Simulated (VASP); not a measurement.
# Hf (P6_3/mmc) in VASP: relaxation of cell and atoms with PBE

Aim: the relaxation of cell and atoms of Hf with PBE.

Everything below comes from runs of VASP 6.6.1. Logs are shortened: lines on timing, memory, paths and dates and some standing lists are left out, and cuts for length are marked.

## Step 1: The cell of the first run

Symmetry: P6_3/mmc, No. 194, hexagonal system. Conventional cell: a = 3.192 Å, b = 3.192 Å, c = 5.045 Å, α = 90.00°, β = 90.00°, γ = 120.00°. Hf (site symmetry -6m2) has 12 Hf at 3.12 to 3.19 Å within 4.1 Å.

## Step 2: Relaxation of cell and atoms, PBE

INCAR reads:

```
PREC = Accurate
ENCUT = 600
EDIFF = 1E-6
ISMEAR = 0
SIGMA = 0.1
LREAL = F
LASPH = T
NELM = 80
ALGO = Fast
ISIF = 3
LWAVE = F
LCHARG = F
GGA = PE
IBRION = 2
NSW = 100
EDIFFG = -0.005
```

KPOINTS reads:

```
regular mesh
0
Gamma
  15 15 8
```

POSCAR reads:

```
Hf
1.0
    3.1923846315      0.0000000000      0.0000000000
   -1.5961923157      2.7646861895      0.0000000000
    0.0000000000      0.0000000000      5.0450416400
Hf
2
Direct
    0.3333333300      0.6666666700      0.2500000000
    0.6666666700      0.3333333300      0.7500000000
```

Potentials or basis: VASP PAW PBE potentials, release 64 (Hf_pv).

Launch:

```
> cat potpaw_PBE.64/Hf_pv/POTCAR > POTCAR
> mpirun -np 1 vasp_std > vasp.out
```

OUTCAR:

```text
PREC = Accurate
   ENCUT = 600
   EDIFF = 1E-6
   ISMEAR = 0
   LREAL = F
   LASPH = T
   NELM = 80
   ISIF = 3
   GGA = PE
   IBRION = 2
   NSW = 100
   EDIFFG = -0.005

 ion  position               nearest neighbor table
   1  0.333  0.667  0.250-   2 3.12   2 3.12   2 3.12   2 3.12   2 3.12   2 3.12
   2  0.667  0.333  0.750-   1 3.12   1 3.12   1 3.12   1 3.12   1 3.12   1 3.12

  LATTYP: Found a hexagonal cell.
 ALAT       =     3.1923846315
 C/A-ratio  =     1.5803364013

  Lattice vectors:

 A1 = (   3.1923846315,   0.0000000000,   0.0000000000)
 A2 = (  -1.5961923157,   2.7646861895,   0.0000000000)
 A3 = (   0.0000000000,   0.0000000000,   5.0450416400)

Analysis of symmetry for initial positions (statically):
=====================================================================
 Subroutine PRICEL returns:
 Original cell was already a primitive cell.

 Routine SETGRP: Setting up the symmetry group for a
 hexagonal supercell.

 Subroutine GETGRP returns: Found 24 space group operations
 (whereof 12 operations were pure point group operations)
 out of a pool of 24 trial point group operations.

The static configuration has the point symmetry D_3d.
 The point group associated with its full space group is D_6h.

Analysis of symmetry for dynamics (positions and initial velocities):
=====================================================================
 Subroutine PRICEL returns:
 Original cell was already a primitive cell.

 Routine SETGRP: Setting up the symmetry group for a
 hexagonal supercell.

 Subroutine GETGRP returns: Found 24 space group operations
 (whereof 12 operations were pure point group operations)
 out of a pool of 24 trial point group operations.

The dynamic configuration has the point symmetry D_3d.
 The point group associated with its full space group is D_6h.

 Subroutine INISYM returns: Found 24 space group operations
 (whereof 12 operations are pure point group operations),
 and found     1 'primitive' translations

----------------------------------------------------------------------------------------

                                     Primitive cell

  volume of cell :      44.5272

  direct lattice vectors                    reciprocal lattice vectors
     3.192384631  0.000000000  0.000000000     0.313245462  0.180852352  0.000000000
    -1.596192316  2.764686189  0.000000000     0.000000000  0.361704704  0.000000000
     0.000000000  0.000000000  5.045041640     0.000000000  0.000000000  0.198214419

  length of vectors
     3.192384631  3.192384631  5.045041640     0.361704704  0.361704704  0.198214419

  position of ions in fractional coordinates (direct lattice)
     0.333333330  0.666666670  0.250000000
     0.666666670  0.333333330  0.750000000

  ion indices of the primitive-cell ions
   primitive index   ion index
                 1           1
                 2           2

----------------------------------------------------------------------------------------

 KPOINTS: regular mesh

Automatic generation of k-mesh.
 Grid dimensions read from file:
 generate k-points for:   15   15    8

 Generating k-lattice:

  Cartesian coordinates                     Fractional coordinates (reciprocal lattice)
     0.020883031  0.012056823  0.000000000     0.066666667  0.000000000  0.000000000
     0.000000000  0.024113647  0.000000000     0.000000000  0.066666667  0.000000000
     0.000000000  0.000000000  0.024776802     0.000000000  0.000000000  0.125000000

  Length of vectors
     0.024113647  0.024113647  0.024776802

  Shift w.r.t. Gamma in fractional coordinates (k-lattice)
     0.000000000  0.000000000  0.000000000

 Subroutine IBZKPT returns following result:
 ===========================================

 Found    135 irreducible k-points:

 Following reciprocal coordinates:
            Coordinates               Weight
  0.000000  0.000000  0.000000      1.000000
  0.066667  0.000000  0.000000      6.000000
  0.133333  0.000000  0.000000      6.000000
  0.200000  0.000000  0.000000      6.000000
  0.266667  0.000000  0.000000      6.000000
  0.333333  0.000000  0.000000      6.000000
[... 16 lines left out ...]
  0.333333  0.200000  0.000000     12.000000
  0.400000  0.200000  0.000000      6.000000
 [... further k-points ...]
   k-points           NKPTS =    135   k-points in BZ     NKDIM =    135   number of bands    NBANDS=     14
   number of dos      NEDOS =    301   number of ions     NIONS =      2
   total plane-waves  NPLWV =  31360
   dimension x,y,z NGX =    28 NGY =   28 NGZ =   40
   dimension x,y,z NGXF=    56 NGYF=   56 NGZF=   80
   ions per type =               2
   NGX,Y,Z   is equivalent  to a cutoff of  14.58, 14.58, 13.18 a.u.
   NGXF,Y,Z  is equivalent  to a cutoff of  29.16, 29.16, 26.36 a.u.
 SYSTEM =  unknown system
   PREC   = accura    normal or accurate (medium, high low for compatibility)
   ISTART =      0    job   : 0-new  1-cont  2-samecut
   ICHARG =      2    charge: 1-file 2-atom 10-const
   ISPIN  =      1    spin polarized calculation?
   LNONCOLLINEAR =      F non collinear calculations
   LSORBIT =      F    spin-orbit coupling
   LASPH  =      T    aspherical Exc in radial PAW
   ENCUT  =  600.0 eV  44.10 Ry    6.64 a.u.   6.38  6.38 10.08*2*pi/ulx,y,z
   NELM   =     80;   NELMIN=  2; NELMDL= -5     # of ELM steps
   EDIFF  = 0.1E-05   stopping-criterion for ELM
   LREAL  =      F    real-space projection
   EDIFFG = -.5E-02   stopping-criterion for IOM
   NSW    =    100    number of steps for IOM
   IBRION =      2    ionic relax: 0-MD 1-quasi-New 2-CG
   NFREE  =      1    steps in history (QN), initial steepest desc. (CG)
   ISIF   =      3    stress and relaxation
   ISYM   =      2    0-nonsym 1-usesym 2-fastsym
   POTIM  = 0.5000    time-step for ionic-motion
   TEBEG  =    0.0;   TEEND  =   0.0 temperature during run
   PSTRESS=    0.0 pullay stress
   NELECT =      20.0000    total number of electrons
   NUPDOWN=      -1.0000    fix difference up-down
   EMIN   =  10.00;   EMAX   =-10.00  energy-range for DOS
   EFERMI =   0.00;   METHOD = LEGACY
   ISMEAR =     0;   SIGMA  =   0.10  broadening in eV -4-tet -1-fermi 0-gaus
   EFERMI_NEDOS =   21; number of points for ismear=-14 and -15
   IALGO  =     68    algorithm
   IMIX   =      4    mixing-type and parameters
     AMIX     =   0.40;   BMIX     =  1.00
     AMIX_MAG =   1.60;   BMIX_MAG =  1.00
  volume/ion in A,a.u.               =      22.26       150.24
  Fermi-wavevector in a.u.,A,eV,Ry     =   1.253746  2.369236 21.386713  1.571879
  Thomas-Fermi vector in A             =   2.387584
   LORBIT       =      0    0 simple, 1 ext, 2 COOP (PROOUT), +10 PAW based schemes
   GGA     = PE    functional components
   LHFCALC =     F    Hartree Fock is set to
   AEXX    =    0.0000 exact exchange contribution
   IVDW    =     0    specifies the selected vdW correction
   LEPSILON=     F    determine dielectric tensor
   LRPA    =     F    only Hartree local field effects (RPA)
 conjugate gradient relaxation of ions
 non-spin polarized calculation
 RMM-DIIS sequential band-by-band and
 Gauss-broadening in eV      SIGMA  =   0.10
  energy-cutoff  :      600.00
  volume of cell :       44.53
 maximum number of plane-waves:      1508
 NGX is ok and might be reduce to    28
   NGX = 13   NGY = 13   NGZ = 21

--------------------------------------- Ionic step        1  -------------------------------------------

 number of electron      20.0000000 magnetization

 Free energy of the ion-electron system (eV)
  ---------------------------------------------------
  ext. energy  EPLUGINS =         0.00000000
  ---------------------------------------------------
  free energy    TOTEN  =       -19.85344212 eV

  energy without entropy =      -19.84623711  energy(sigma->0) =      -19.84983962

------------------------ aborting loop because EDIFF is reached ----------------------------------------

  FORCE on cell =-STRESS in cart. coord.  units (eV):
  Direction    XX          YY          ZZ          XY          YZ          ZX
  --------------------------------------------------------------------------------------
  -------------------------------------------------------------------------------------
  Total        0.2534716      0.2534716      0.2482004      0.0000000      0.0000000     -0.0000000
  in kB        9.1204025      9.1204025      8.9307375      0.0000000      0.0000000     -0.0000000
  external PRESSURE =       9.0571809 kB  Pullay stress =       0.0000000 kB
[... 57 lines left out ...]
  energy  without entropy=      -19.8457293322  energy(sigma->0) =      -19.84933747

--------------------------------------- Ionic step        3  -------------------------------------------

 number of electron      20.0000001 magnetization

 Free energy of the ion-electron system (eV)
  ---------------------------------------------------
  ext. energy  EPLUGINS =         0.00000000
  ---------------------------------------------------
  free energy    TOTEN  =       -19.85446171 eV

  energy without entropy =      -19.84725875  energy(sigma->0) =      -19.85086023

 E-fermi :   4.9046     XC(G=0): -11.2681

 val. band max:        4.8910464672   @ k =   0.1333   0.0000   0.0000
 cond. band min:       4.9234324401   @ k =   0.1333   0.0667   0.2500
 fundamental gap:      0.0323859729
 Fermi energy:         4.9045810015

 k-point     1 :       0.0000    0.0000    0.0000
  band No.  band energies     occupation
      1     -26.1858      2.00000
      2     -25.4480      2.00000
      3     -25.4480      2.00000
      4     -25.3266      2.00000
      5     -25.3208      2.00000
      6     -25.3208      2.00000
      7      -2.4743      2.00000
      8       1.2004      2.00000
      9       5.5346      0.00000
     10       6.0734      0.00000
     11       6.0734      0.00000
     12       6.3620      0.00000
     13       6.8941      0.00000
     14       6.8942      0.00000
[... 375 lines left out ...]
 k-point    24 :       0.4000    0.2000    0.0000
  band No.  band energies     occupation
      1     -25.9509      2.00000
      2     -25.8089      2.00000
      3     -25.7654      2.00000
      4     -25.7191      2.00000
      5     -25.5925      2.00000
      6     -25.5349      2.00000
      7       2.3152      2.00000
      8       2.7568      2.00000
      9       2.9385      2.00000
     10       3.6598      2.00000
     11       5.2930      0.00000
     12       5.5426      0.00000
     13       6.7529      0.00000
     14       9.9497      0.00000

 [... further k-points ...]

------------------------ aborting loop because EDIFF is reached ----------------------------------------

  FORCE on cell =-STRESS in cart. coord.  units (eV):
  Direction    XX          YY          ZZ          XY          YZ          ZX
  --------------------------------------------------------------------------------------
  -------------------------------------------------------------------------------------
  Total        0.0050439      0.0050439     -0.0017016      0.0000000      0.0000000      0.0000000
  in kB        0.1800126      0.1800126     -0.0607282      0.0000000      0.0000000      0.0000000
  external PRESSURE =       0.0997657 kB  Pullay stress =       0.0000000 kB
[... 17 lines left out ...]
  FREE ENERGIE OF THE ION-ELECTRON SYSTEM (eV)
  ---------------------------------------------------
  free  energy   TOTEN  =       -19.8544617082 eV

  energy  without entropy=      -19.8472587512  energy(sigma->0) =      -19.85086023

 reached required accuracy - stopping structural energy minimisation
```

Run time: 5.7 min. Hardware: 1 thread of Intel Xeon 8259CL, shared host; peak memory 0.25 GiB.

What came out:

```
Free energy                           : -19.8545 eV
Relaxed volume                        : 22.45 Å³/atom
Relaxed cell                          : a = 3.201 Å, b = 3.201 Å, c = 5.059 Å, α = 90.00°, β = 90.00°, γ = 120.00°
Space group after relaxing (to 0.1 Å) : P6_3/mmc (No. 194)
Energy gained by relaxing             : 0.5 meV/atom
Ionic steps                           : 3
Pressure after relaxing               : 0.0 GPa
Band gap on the k mesh                : zero (bands 10 and 11 overlap by 1.61 eV)
```

The path:
```
step  energy change (eV)  largest force (eV/Å)  pressure (GPa)  volume (Å³)
   1              0.0000                0.0000            0.91        44.53
   2              0.0005                0.0000           -1.07        45.34
   3             -0.0010                0.0000            0.01        44.89
```

Final structure:
```
CELL_PARAMETERS angstrom
3.20114 0.00000 0.00000
-1.60057 2.77227 0.00000
0.00000 0.00000 5.05860
ATOMIC_POSITIONS crystal
Hf 0.33333 0.66667 0.25000
Hf 0.66667 0.33333 0.75000
```

Caveat: spin-orbit coupling is left out, which moves the levels of the heavy elements.

The gap in the log of VASP goes by the Fermi energy; the results here count the filled bands.